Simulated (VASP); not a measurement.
# CoO (Fm-3m) in VASP: further runs

CoO is run at these levels: PBEsol; tasks: electric field gradients.

All numbers are computed with VASP 6.6.1; they aren't measurements. Logs are shortened: lines on timing, memory, paths and dates and some standing lists are left out, and cuts for length are marked.

### Step 1. The cell of the first run

The structure is cubic, space group Fm-3m (No. 225). The conventional cell has a = 4.249 Å, b = 4.249 Å, c = 4.249 Å, α = 90.00°, β = 90.00°, γ = 90.00°. Co (site symmetry m-3m) has 6 O at 2.12 Å within 2.8 Å. O (site symmetry m-3m) has 6 Co at 2.12 Å within 2.8 Å.

### Step 2. Electric field gradients, PBEsol, collinear spin, ferromagnetic start (9.59 Å³/atom)

File INCAR:

```
PREC = Accurate
ENCUT = 520
EDIFF = 1E-8
ISMEAR = -1
SIGMA = 0.05
LREAL = F
LASPH = T
NELM = 200
ALGO = Normal
ISIF = 2
LWAVE = F
LCHARG = F
ISPIN = 2
MAGMOM = 2 0
LORBIT = 11
LMAXMIX = 4
GGA = PS
LEFG = T
NBANDS = 18
GGA_COMPAT = F
```

File KPOINTS:

```
regular mesh
0
Gamma
  16 16 16
```

File POSCAR:

```
CoO
1.0
    0.0000000000      2.1243711842      2.1243711842
    2.1243711842      0.0000000000      2.1243711842
    2.1243711842      2.1243711842      0.0000000000
Co O
1 1
Direct
    0.0000000000      0.0000000000      0.0000000000
    0.5000000000      0.5000000000      0.5000000000
```

Potentials or basis: VASP PAW PBE potentials, release 64 (Co, O).

The run is started by

```sh
cat potpaw_PBE.64/Co/POTCAR potpaw_PBE.64/O/POTCAR > POTCAR
mpirun -np 1 vasp_std > vasp.out
```

OUTCAR:

```text
PREC = Accurate
   ENCUT = 520
   EDIFF = 1E-8
   ISMEAR = -1
   LREAL = F
   LASPH = T
   NELM = 200
   ISIF = 2
   ISPIN = 2
   LORBIT = 11
   GGA = PS

 ion  position               nearest neighbor table
   1  0.000  0.000  0.000-   2 2.12   2 2.12   2 2.12   2 2.12   2 2.12   2 2.12
   2  0.500  0.500  0.500-   1 2.12   1 2.12   1 2.12   1 2.12   1 2.12   1 2.12

  LATTYP: Found a face centered cubic cell.
 ALAT       =     4.2487423684

  Lattice vectors:

 A1 = (   0.0000000000,   2.1243711842,   2.1243711842)
 A2 = (   2.1243711842,   0.0000000000,   2.1243711842)
 A3 = (   2.1243711842,   2.1243711842,   0.0000000000)

Analysis of symmetry for initial positions (statically):
=====================================================================
 Subroutine PRICEL returns:
 Original cell was already a primitive cell.

 Routine SETGRP: Setting up the symmetry group for a
 face centered cubic supercell.

 Subroutine GETGRP returns: Found 48 space group operations
 (whereof 48 operations were pure point group operations)
 out of a pool of 48 trial point group operations.

The static configuration has the point symmetry O_h .

Analysis of symmetry for dynamics (positions and initial velocities):
=====================================================================
 Subroutine PRICEL returns:
 Original cell was already a primitive cell.

 Routine SETGRP: Setting up the symmetry group for a
 face centered cubic supercell.

 Subroutine GETGRP returns: Found 48 space group operations
 (whereof 48 operations were pure point group operations)
 out of a pool of 48 trial point group operations.

The dynamic configuration has the point symmetry O_h .

Analysis of structural, dynamic, and magnetic symmetry:
=====================================================================
 Subroutine PRICEL returns:
 Original cell was already a primitive cell.

 Routine SETGRP: Setting up the symmetry group for a
 face centered cubic supercell.

 Subroutine GETGRP returns: Found 48 space group operations
 (whereof 48 operations were pure point group operations)
 out of a pool of 48 trial point group operations.

The overall configuration has the point symmetry O_h .

 Subroutine INISYM returns: Found 48 space group operations
 (whereof 48 operations are pure point group operations),
 and found     1 'primitive' translations

----------------------------------------------------------------------------------------

                                     Primitive cell

  volume of cell :      19.1744

  direct lattice vectors                    reciprocal lattice vectors
     0.000000000  2.124371184  2.124371184    -0.235363765  0.235363765  0.235363765
     2.124371184  0.000000000  2.124371184     0.235363765 -0.235363765  0.235363765
     2.124371184  2.124371184  0.000000000     0.235363765  0.235363765 -0.235363765

  length of vectors
     3.004314540  3.004314540  3.004314540     0.407661999  0.407661999  0.407661999

  position of ions in fractional coordinates (direct lattice)
     0.000000000  0.000000000  0.000000000
     0.500000000  0.500000000  0.500000000

  ion indices of the primitive-cell ions
   primitive index   ion index
                 1           1
                 2           2

----------------------------------------------------------------------------------------

 KPOINTS: regular mesh

Automatic generation of k-mesh.
 Grid dimensions read from file:
 generate k-points for:   16   16   16

 Generating k-lattice:

  Cartesian coordinates                     Fractional coordinates (reciprocal lattice)
    -0.014710235  0.014710235  0.014710235     0.062500000  0.000000000  0.000000000
     0.014710235 -0.014710235  0.014710235     0.000000000  0.062500000  0.000000000
     0.014710235  0.014710235 -0.014710235     0.000000000  0.000000000  0.062500000

  Length of vectors
     0.025478875  0.025478875  0.025478875

  Shift w.r.t. Gamma in fractional coordinates (k-lattice)
     0.000000000  0.000000000  0.000000000

 Subroutine IBZKPT returns following result:
 ===========================================

 Found    145 irreducible k-points:

 Following reciprocal coordinates:
            Coordinates               Weight
  0.000000  0.000000  0.000000      1.000000
  0.062500  0.000000  0.000000      8.000000
  0.125000  0.000000  0.000000      8.000000
  0.187500  0.000000  0.000000      8.000000
  0.250000  0.000000  0.000000      8.000000
  0.312500  0.000000  0.000000      8.000000
[... 16 lines left out ...]
 -0.125000  0.062500  0.000000     24.000000
 -0.062500  0.062500  0.000000     12.000000
 [... further k-points ...]
   k-points           NKPTS =    145   k-points in BZ     NKDIM =    145   number of bands    NBANDS=     18
   number of dos      NEDOS =    301   number of ions     NIONS =      2
   total plane-waves  NPLWV =  13824
   dimension x,y,z NGX =    24 NGY =   24 NGZ =   24
   dimension x,y,z NGXF=    48 NGYF=   48 NGZF=   48
   ions per type =               1   1
   NGX,Y,Z   is equivalent  to a cutoff of  13.28, 13.28, 13.28 a.u.
   NGXF,Y,Z  is equivalent  to a cutoff of  26.56, 26.56, 26.56 a.u.
 SYSTEM =  unknown system
   PREC   = accura    normal or accurate (medium, high low for compatibility)
   ISTART =      0    job   : 0-new  1-cont  2-samecut
   ICHARG =      2    charge: 1-file 2-atom 10-const
   ISPIN  =      2    spin polarized calculation?
   LNONCOLLINEAR =      F non collinear calculations
   LSORBIT =      F    spin-orbit coupling
   LASPH  =      T    aspherical Exc in radial PAW
   ENCUT  =  520.0 eV  38.22 Ry    6.18 a.u.   5.59  5.59  5.59*2*pi/ulx,y,z
   NELM   =    200;   NELMIN=  2; NELMDL= -5     # of ELM steps
   EDIFF  = 0.1E-07   stopping-criterion for ELM
   LREAL  =      F    real-space projection
   EDIFFG = 0.1E-06   stopping-criterion for IOM
   NSW    =      0    number of steps for IOM
   IBRION =     -1    ionic relax: 0-MD 1-quasi-New 2-CG
   NFREE  =      0    steps in history (QN), initial steepest desc. (CG)
   ISIF   =      2    stress and relaxation
   ISYM   =      2    0-nonsym 1-usesym 2-fastsym
   POTIM  = 0.5000    time-step for ionic-motion
   TEBEG  =    0.0;   TEEND  =   0.0 temperature during run
   PSTRESS=    0.0 pullay stress
   NELECT =      15.0000    total number of electrons
   NUPDOWN=      -1.0000    fix difference up-down
   EMIN   =  10.00;   EMAX   =-10.00  energy-range for DOS
   EFERMI =   0.00;   METHOD = LEGACY
   ISMEAR =    -1;   SIGMA  =   0.05  broadening in eV -4-tet -1-fermi 0-gaus
   EFERMI_NEDOS =   21; number of points for ismear=-14 and -15
   IALGO  =     38    algorithm
   IMIX   =      4    mixing-type and parameters
     AMIX     =   0.40;   BMIX     =  1.00
     AMIX_MAG =   1.60;   BMIX_MAG =  1.00
  volume/ion in A,a.u.               =       9.59        64.70
  Fermi-wavevector in a.u.,A,eV,Ry     =   1.508452  2.850561 30.959073  2.275428
  Thomas-Fermi vector in A             =   2.618904
   LORBIT       =     11    0 simple, 1 ext, 2 COOP (PROOUT), +10 PAW based schemes
   GGA     = PS    functional components
   LHFCALC =     F    Hartree Fock is set to
   AEXX    =    0.0000 exact exchange contribution
   IVDW    =     0    specifies the selected vdW correction
   LEPSILON=     F    determine dielectric tensor
   LRPA    =     F    only Hartree local field effects (RPA)
 spin polarized calculation
  energy-cutoff  :      520.00
  volume of cell :       19.17
 maximum number of plane-waves:       534
   NGX = 11   NGY = 11   NGZ = 11

 number of electron      15.0000006 magnetization       2.9239902

 Free energy of the ion-electron system (eV)
  ---------------------------------------------------
  ext. energy  EPLUGINS =         0.00000000
  ---------------------------------------------------
  free energy    TOTEN  =       -13.97033237 eV

  energy without entropy =      -13.93700521  energy(sigma->0) =      -13.95366879

 E-fermi :   7.9302     XC(G=0): -12.7056

 val. band max:        7.9294969502   @ k =   0.1875   0.1875   0.0000
 cond. band min:       7.9324146947   @ k =  -0.3750   0.0625   0.0000
 fundamental gap:      0.0029177445
 Fermi energy:         7.9301577252

 spin component 1

 k-point     1 :       0.0000    0.0000    0.0000
  band No.  band energies     occupation
      1     -12.3649      1.00000
      2       4.6399      1.00000
      3       4.6399      1.00000
      4       4.6777      1.00000
      5       4.6777      1.00000
      6       4.6777      1.00000
[... 10 lines left out ...]
     17      29.3362      0.00000
     18      32.7440      0.00000

 k-point     2 :       0.0625    0.0000    0.0000
  band No.  band energies     occupation
      1     -12.3228      1.00000
      2       4.0789      1.00000
      3       4.0789      1.00000
      4       4.1490      1.00000
      5       4.7872      1.00000
      6       4.7872      1.00000
[... 10 lines left out ...]
     17      29.8782      0.00000
     18      33.4493      0.00000
[... 442 lines left out ...]
 k-point    24 :      -0.0625    0.0625    0.0000
  band No.  band energies     occupation
      1     -12.2546      1.00000
      2       3.5189      1.00000
      3       3.6056      1.00000
      4       4.1044      1.00000
      5       4.7921      1.00000
      6       4.8219      1.00000
[... 10 lines left out ...]
     17      30.9111      0.00000
     18      33.6416      0.00000

 [... further k-points ...]

 spin component 2

 k-point     1 :       0.0000    0.0000    0.0000
  band No.  band energies     occupation
      1     -11.8271      1.00000
      2       5.2880      1.00000
      3       5.2880      1.00000
      4       5.2880      1.00000
      5       6.8097      1.00000
      6       6.8097      1.00000
[... 10 lines left out ...]
     17      30.2805      0.00000
     18      33.5646      0.00000

 k-point     2 :       0.0625    0.0000    0.0000
  band No.  band energies     occupation
      1     -11.7839      1.00000
      2       4.9055      1.00000
      3       5.1273      1.00000
      4       5.1273      1.00000
      5       6.8648      1.00000
      6       6.8648      1.00000
[... 10 lines left out ...]
     17      30.7552      0.00000
     18      34.2963      0.00000
[... 442 lines left out ...]
 k-point    24 :      -0.0625    0.0625    0.0000
  band No.  band energies     occupation
      1     -11.7137      1.00000
      2       4.3914      1.00000
      3       4.8651      1.00000
      4       4.9907      1.00000
      5       6.8657      1.00000
      6       7.0008      1.00000
[... 10 lines left out ...]
     17      31.7381      0.00000
     18      34.4806      0.00000

 [... further k-points ...]

------------------------ aborting loop because EDIFF is reached ----------------------------------------

  FORCE on cell =-STRESS in cart. coord.  units (eV):
  Direction    XX          YY          ZZ          XY          YZ          ZX
  --------------------------------------------------------------------------------------
  -------------------------------------------------------------------------------------
  Total       -1.1631376     -1.1631376     -1.1631376      0.0000000      0.0000000      0.0000000
  in kB      -97.1897549    -97.1897549    -97.1897549      0.0000000      0.0000000      0.0000000
  external PRESSURE =     -97.1897549 kB  Pullay stress =       0.0000000 kB

 VOLUME and BASIS-vectors are now :
 -----------------------------------------------------------------------------
  energy-cutoff  :      520.00
  volume of cell :       19.17
      direct lattice vectors                 reciprocal lattice vectors
     0.000000000  2.124371184  2.124371184    -0.235363765  0.235363765  0.235363765
     2.124371184  0.000000000  2.124371184     0.235363765 -0.235363765  0.235363765
     2.124371184  2.124371184  0.000000000     0.235363765  0.235363765 -0.235363765

 POSITION                                       TOTAL-FORCE (eV/Angst)
 -----------------------------------------------------------------------------------
      0.00000      0.00000      0.00000         0.000000      0.000000      0.000000
      2.12437      2.12437      2.12437         0.000000     -0.000000      0.000000
 -----------------------------------------------------------------------------------
    total drift:                                0.000000     -0.000000     -0.000000

  FREE ENERGIE OF THE ION-ELECTRON SYSTEM (eV)
  ---------------------------------------------------
  free  energy   TOTEN  =       -13.9703323671 eV

  energy  without entropy=      -13.9370052144  energy(sigma->0) =      -13.95366879

 Electric field gradients (V/A^2)
---------------------------------------------------------------------
 ion       V_xx      V_yy      V_zz      V_xy      V_xz      V_yz
---------------------------------------------------------------------
   1       0.000    -0.000    -0.000     0.002     0.002     0.002
   2       0.000    -0.000     0.000    -0.002    -0.002    -0.002
---------------------------------------------------------------------

 Electric field gradients after diagonalization (V/A^2)
 (convention: |V_zz| > |V_xx| > |V_yy|)
----------------------------------------------------------------------
 ion       V_xx      V_yy      V_zz     asymmetry (V_yy - V_xx)/ V_zz
----------------------------------------------------------------------
   1      -0.002    -0.002     0.003       0.000
   2       0.002     0.002    -0.004       0.000
----------------------------------------------------------------------

           NMR quadrupolar parameters

 Cq : quadrupolar parameter    Cq=e*Q*V_zz/h
 eta: asymmetry parameters     (V_yy - V_xx)/ V_zz
 Q  : nuclear electric quadrupole moment in mb (millibarn)
----------------------------------------------------------------------
 ion       Cq(MHz)       eta       Q (mb)
----------------------------------------------------------------------
   1       0.000       0.000       1.000
   2      -0.000       0.000       1.000
----------------------------------------------------------------------

 total charge

# of ion       s       p       d       tot
------------------------------------------
    1        0.300   0.366   7.149   7.815
    2        1.551   3.403   0.000   4.953
--------------------------------------------------
tot          1.850   3.769   7.149  12.769

 magnetization (x)

# of ion       s       p       d       tot
------------------------------------------
    1        0.020   0.018   2.519   2.557
    2        0.029   0.285   0.000   0.314
--------------------------------------------------
tot          0.049   0.302   2.519   2.871
```

It took 3 min on 1 thread of Intel Xeon 8259CL, shared host; peak memory 0.21 GiB.

Results:

* Free energy: -13.9703 eV
* Pressure: -9.7 GPa
* Net moment: 2.92 μB per cell
* Site moments: Co +2.56; O +0.31 μB
* Largest electric field gradient by atom: zero within the noise of the run
* Valence electrons inside the program's atomic spheres: Co 7.82; O 4.95

Caveat: the cell stands under tension; the PAW data sets were made with another functional, which shifts forces and pressure a little; a cell with one magnetic atom can't hold antiferromagnetic order, which such compounds often take; semilocal functionals often make such compounds metallic where correlation or magnetic order opens a gap, which also shifts bond lengths. With open d or f shells a metallic result of PBEsol can be an artefact of self-interaction; +U or a hybrid may open a gap.

### Step 3. Electric field gradients, PBEsol, collinear spin, ferromagnetic start (9.78 Å³/atom)

This run uses another cell than the first one, of 9.78 Å³/atom.

INCAR is that of step 2.

KPOINTS is that of step 2.

File POSCAR:

```
CoO
1.0
    0.0000000000      2.1385814474      2.1385814474
    2.1385814474      0.0000000000      2.1385814474
    2.1385814474      2.1385814474      0.0000000000
Co O
1 1
Direct
    0.0000000000      0.0000000000      0.0000000000
    0.5000000000      0.5000000000      0.5000000000
```

Potentials or basis: VASP PAW PBE potentials, release 64 (Co, O).

The run is started by

```sh
cat potpaw_PBE.64/Co/POTCAR potpaw_PBE.64/O/POTCAR > POTCAR
mpirun -np 1 vasp_std > vasp.out
```

OUTCAR:

```text
PREC = Accurate
   ENCUT = 520
   EDIFF = 1E-8
   ISMEAR = -1
   LREAL = F
   LASPH = T
   NELM = 200
   ISIF = 2
   ISPIN = 2
   LORBIT = 11
   GGA = PS

 ion  position               nearest neighbor table
   1  0.000  0.000  0.000-   2 2.14   2 2.14   2 2.14   2 2.14   2 2.14   2 2.14
   2  0.500  0.500  0.500-   1 2.14   1 2.14   1 2.14   1 2.14   1 2.14   1 2.14

  LATTYP: Found a face centered cubic cell.
 ALAT       =     4.2771628948

  Lattice vectors:

[... 1252 lines left out ...]
---------------------------------------------------------------------

 Electric field gradients after diagonalization (V/A^2)
 (convention: |V_zz| > |V_xx| > |V_yy|)
----------------------------------------------------------------------
 ion       V_xx      V_yy      V_zz     asymmetry (V_yy - V_xx)/ V_zz
----------------------------------------------------------------------
   1      -0.001    -0.001     0.003       0.000
   2       0.002     0.002    -0.004       0.000
----------------------------------------------------------------------

           NMR quadrupolar parameters

 Cq : quadrupolar parameter    Cq=e*Q*V_zz/h
 eta: asymmetry parameters     (V_yy - V_xx)/ V_zz
 Q  : nuclear electric quadrupole moment in mb (millibarn)
----------------------------------------------------------------------
 ion       Cq(MHz)       eta       Q (mb)
----------------------------------------------------------------------
   1       0.000       0.000       1.000
   2      -0.000       0.000       1.000
----------------------------------------------------------------------

 total charge

# of ion       s       p       d       tot
------------------------------------------
    1        0.294   0.353   7.133   7.780
    2        1.550   3.394   0.000   4.945
--------------------------------------------------
tot          1.845   3.747   7.133  12.725

 magnetization (x)

# of ion       s       p       d       tot
------------------------------------------
    1        0.020   0.017   2.547   2.584
    2        0.029   0.294   0.000   0.323
--------------------------------------------------
tot          0.048   0.311   2.547   2.906
```

Wall time 3.1 min (1 thread of Intel Xeon 8259CL, shared host); peak memory 0.21 GiB.

Results:

```yaml
Free_energy: -13.9437 eV
Pressure: -12.7 GPa
Band_gap_on_the_k_mesh: zero (filled and empty bands overlap)
Net_moment: 2.96 μB per cell
Site_moments: Co +2.58; O +0.32 μB
Largest_electric_field_gradient_by_atom: zero within the noise of the run
Valence_electrons_inside_the_program's_atomic_spheres: Co 7.78; O 4.95
```

Levels at points of the mesh, in eV from the Fermi level:
Spin up:
```csv
k point,band 5,band 6,band 7,band 8,band 9,band 10,band 11,band 12,band 13,band 14
"(0.00, 0.00, 0.00)",-3.17,-3.17,-3.14,-3.14,-3.14,0.78,16.53,17.82,17.82,17.82
"(0.50, 0.00, 0.00)",-2.42,-2.42,-1.88,0.04,0.04,4.83,9.07,13.14,13.14,20.08
"(0.50, 0.50, 0.00)",-3.98,-2.94,-2.45,-2.15,-2.15,5.60,9.56,11.40,15.41,15.41
```
Spin down:
| k point | band 2 | band 3 | band 4 | band 5 | band 6 | band 7 | band 8 | band 9 | band 10 | band 11 |
| --- | --- | --- | --- | --- | --- | --- | --- | --- | --- | --- |
| (0.00, 0.00, 0.00) | -2.54 | -2.54 | -2.54 | -1.08 | -1.08 | -1.08 | -0.11 | -0.11 | 1.34 | 16.48 |
| (0.50, 0.00, 0.00) | -7.57 | -4.62 | -4.62 | -0.11 | -0.11 | 0.19 | 2.54 | 2.54 | 5.14 | 9.90 |
| (0.50, 0.50, 0.00) | -6.38 | -3.80 | -3.80 | -2.21 | 0.15 | 0.15 | 0.35 | 0.80 | 6.45 | 10.07 |

Caveat: the cell stands under tension; the PAW data sets were made with another functional, which shifts forces and pressure a little; a cell with one magnetic atom can't hold antiferromagnetic order, which such compounds often take; semilocal functionals often make such compounds metallic where correlation or magnetic order opens a gap, which also shifts bond lengths. With open d or f shells a metallic result of PBEsol can be an artefact of self-interaction; +U or a hybrid may open a gap.

[end of part 1 of 3]
